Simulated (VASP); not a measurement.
Input of a VASP 6.6.1 run:

The input INCAR:

```
  PREC = Accurate
  ENCUT = 600
  EDIFF = 1E-7
  ISMEAR = 0
  SIGMA = 0.1
  LREAL = F
  LASPH = T
  NELM = 60
  ALGO = Normal
  ISIF = 3
  LWAVE = F
  LCHARG = F
  GGA = PE
  IBRION = 2
  NSW = 90
  EDIFFG = -0.04
```

Contents of KPOINTS:

```
regular mesh
0
Gamma
  6 6 1
```

The input POSCAR:

```
Si3Ge2
1.0
    2.8831710800      0.0000000000      0.0000000000
   -1.4415855400      2.4968994000      0.0000000000
    0.0000000000      0.0000000000     23.3801855700
Si Ge
6 4
Direct
    0.6666666700      0.3333333300      0.8000000000
    0.6666666700      0.3333333300      0.2000000000
    0.3333333300      0.6666666700      0.7000000000
    0.3333333300      0.6666666700      0.9000000000
    0.3333333300      0.6666666700      0.1000000000
    0.3333333300      0.6666666700      0.3000000000
    0.6666666700      0.3333333300      0.0000000000
    0.6666666700      0.3333333300      0.4000000000
    0.6666666700      0.3333333300      0.6000000000
    0.3333333300      0.6666666700      0.5000000000
```

Potentials or basis: VASP PAW PBE potentials, release 64 (Si, Ge_d).

Run with:

```console
$ cat potpaw_PBE.64/Si/POTCAR potpaw_PBE.64/Ge_d/POTCAR > POTCAR
$ mpirun -np 1 vasp_std > vasp.out
```

(1) Estimate the band gap on the k mesh.

(2) What does it give for the relaxed cell?

(3) What does it give for the relaxed volume?

(4) Predict the space group after relaxing (to 0.1 Å).

Answers

(1) zero (bands 40 and 41 overlap by 7.36 eV).

(2) a = 2.964 Å, b = 2.964 Å, c = 22.081 Å, α = 90.00°, β = 90.00°, γ = 120.00°.

(3) 16.80 Å³/atom.

(4) P-6m2 (No. 187).

Caveat: the k points lie up to 0.41 Å⁻¹ apart in the final cell, too coarse for converged energies and pressures of a metal.
